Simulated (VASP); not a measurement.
A run of VASP 6.6.1 is set up as follows.

The input POSCAR:

```
MoPb
1.0
    3.3387662467      0.0000000000      0.0000000000
    0.0000000000      3.3387662467      0.0000000000
    0.0000000000      0.0000000000      3.3464515095
Mo Pb
1 1
Direct
    0.0000000000      0.0000000000      0.0000000000
    0.5000000000      0.5000000000      0.5000000000
```

The input INCAR.step1:

```
ALGO = Normal ; EDIFF = 1E-4
ENCUT = 520 ; GGA = PE
ISMEAR = -1 ; LASPH = T
LCHARG = F ; LREAL = F
LWAVE = T ; NBANDS = 21
NELM = 60 ; PREC = Accurate
SIGMA = 0.05
```

Contents of INCAR.step2:

```
ALGO = Normal ; EDIFF = 1E-8
ENCUT = 520 ; ISIF = 2
ISMEAR = -1 ; ISTART = 1
LASPH = T ; LCHARG = F
LEFG = T ; LMIXTAU = T
LREAL = F ; LWAVE = F
METAGGA = R2SCAN ; NBANDS = 21
NELM = 60 ; PREC = Accurate
SIGMA = 0.05
```

File KPOINTS:

```
k-points
0
Gamma
  11 11 8
```

Potentials or basis: VASP PAW PBE potentials, release 64 (Mo_sv, Pb_d).

Launch:

```console
$ cat potpaw_PBE.64/Mo_sv/POTCAR potpaw_PBE.64/Pb_d/POTCAR > POTCAR
$ cp INCAR.step1 INCAR
$ mpirun -np 1 vasp_std > vasp.out
$ cp INCAR.step2 INCAR
$ mpirun -np 1 vasp_std > vasp.out
```

Question: Predict the pressure.

Answer: 7.1 GPa.

Question: Estimate the band gap on the k mesh.

Answer: Zero (bands 14 and 15 overlap by 2.27 eV).

Electric field gradients, principal values (V/Å²):
```tsv
atom	least	middle	greatest (by size)
1 Mo	-2.230	-2.230	4.460
2 Pb	1.122	1.122	-2.245
```

Caveat: the cell stands under pressure; without QUAD_EFG the Cq values of the log hold for a quadrupole moment of 1 mb, not for the nuclei; the PAW data sets were made with another functional, which shifts forces and pressure a little; spin-orbit coupling is left out, which moves the levels of the heavy elements.
